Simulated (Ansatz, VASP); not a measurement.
Two plane-wave programs on TiSi2

```
Ti Si
1.0
     0.00000    4.11752    4.26290
     2.38951    0.00000    4.26290
     2.38951    4.11752    0.00000
Ti Si
2 4
Direct
  0.75000 0.75000 0.75000
  0.50000 0.50000 0.50000
  0.41257 0.08743 0.41257
  0.08743 0.41257 0.08743
  0.16257 0.83743 0.16257
  0.83743 0.16257 0.83743
```

Alike in both runs: functional PBE; k mesh 6 × 6 × 6; occupations fermi-dirac, width 0.05 eV; no spin polarisation.

```csv
,VASP,Ansatz
version,VASP 6.6.1,Ansatz 0.2.0
potentials or method,"VASP PAW PBE potentials, release 64 (Ti_sv, Si)",Ansatz PAW
plane-wave cutoff (eV),520,420
valence electrons in the cell,40,40
task,single point,band structure
```

|  | VASP | Ansatz | Ansatz less VASP |
| --- | --- | --- | --- |
| gap on the k mesh at the Fermi level (eV) | none | none | - |
| pressure (GPa) | 2.0 | 2.1 | +0.05 |
| traceless stress, the component that is largest in VASP (GPa) | -0.51 | -0.52 | -0.003 |
| rms of the force components (eV/Å) | 0.033 | 0.034 | +0.0005 |

Atom by atom the forces differ by 0.000 eV/Å (rms over components). A gap of «none» marks a metal or a gap that the smearing closes. With one functional, cell and mesh, what is left measures potentials, basis and numerics.
